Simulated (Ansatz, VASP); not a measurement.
## One calculation of CdTe, two programs

```
Cd Te
1.0
     3.83115    0.00000    0.00000
    -1.91558    3.31788    0.00000
     0.00000    0.00000    3.72980
Cd Te
1 1
Direct
  0.00000 0.00000 0.00000
  0.66667 0.33333 0.50000
```

Change from the starting cell: species swapped into the WC type (P-6m2, No. 187).

Alike in both runs: task relaxation of cell and atoms; functional PBE; k mesh 6 × 6 × 6; occupations gaussian, width 0.1 eV; no spin polarisation.

|  | VASP | Ansatz |
| --- | --- | --- |
| version | VASP 6.6.1 | Ansatz 0.2.0 |
| potentials or method | VASP PAW PBE potentials, release 64 (Cd, Te), cutoff 600 eV | scalar-relativistic, plane waves, PAW |
| valence electrons in the cell | 18 | 36 |

VASP gave:

| Quantity | Value |
| --- | --- |
| gap on the k mesh at the Fermi level, each at its own relaxed structure (eV) | none |
| relaxed volume (Å³/atom) | 30.09 |
| relaxed cell length with the largest relative difference (Å) | 4.338 |

**Question.** Which values does Ansatz return?

**Answer.** gap on the k mesh at the Fermi level, each at its own relaxed structure (eV): none; relaxed volume (Å³/atom): 29.92; relaxed cell length with the largest relative difference (Å): 4.324.

A gap of «none» marks a metal or a gap that the smearing closes. VASP's potentials hold 18 valence electrons a cell and Ansatz's 36, so a difference there can come from the potentials and not from the codes.

Spin-orbit coupling is off throughout. Noted on VASP's run: the volume moved by over 15 % at a fixed basis, so the end points are rough.
